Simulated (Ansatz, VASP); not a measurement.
**Ca2B: VASP beside Ansatz**

```
Ca B
1.0
     4.02928    0.00000    0.00000
    -2.01464    3.48946    0.00000
     0.00000    0.00000   28.56627
Ca B
2 1
Cartesian
  2.0146 1.1632 8.8578
  0.0000 2.3263 6.1422
  -2.0146 3.4895 7.5000
```

Alike in both runs: functional PBE; k mesh 6 × 6 × 1; occupations gaussian, width 0.1 eV; no spin polarisation.

Ansatz relaxed the structure, and its values are those at the end. VASP's run is a single point on that final structure, the one shown.

|  | VASP | Ansatz |
| --- | --- | --- |
| version | VASP 6.6.1 | Ansatz 0.2.0 |
| potentials or method | VASP PAW PBE potentials, release 64 (Ca_sv, B), cutoff 520 eV | scalar-relativistic, plane waves, PAW |
| valence electrons in the cell | 23 | 23 |

```csv
,VASP,Ansatz,Ansatz less VASP
gap on the k mesh at the Fermi level (eV),none,none,-
rms of the force components (eV/Å),0.013,0.005,-0.0084
```

A gap of «none» marks a metal or a gap that the smearing closes. Ansatz's warnings: slab cell height set.
